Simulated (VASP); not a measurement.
The system is MgV3.

```
CELL_PARAMETERS angstrom
3.90307 0.00000 0.00000
0.00000 3.90307 0.00000
0.00000 0.00000 3.90307
ATOMIC_POSITIONS crystal
V 0.00000 0.50000 0.50000
V 0.50000 0.00000 0.50000
V 0.50000 0.50000 0.00000
Mg 0.00000 0.00000 0.00000
```

Base run:

| Item | Value |
| --- | --- |
| Program | VASP 6.6.1 |
| Functional | PBE |
| Potentials or basis | VASP PAW PBE potentials, release 64 (V_sv, Mg) |
| Cutoff | 520 eV |
| k mesh | 12 × 12 × 12 |
| Occupations | gaussian, width 0.1 eV |
| Spin | no spin polarisation |

Its results: pressure -0.1 GPa.

The run is repeated on the same cell with these changes: spin from no spin polarisation to collinear spin, ferromagnetic start; further incar settings from ALGO = Fast; EDIFF = 1e-06; NBANDS = 28 to ALGO = Normal; EDIFF = 1e-06; NBANDS = 32. What comes out?

Pressure 0.2 GPa; net moment 1.15 μB per cell; site moments V +0.33; Mg -0.00 μB.
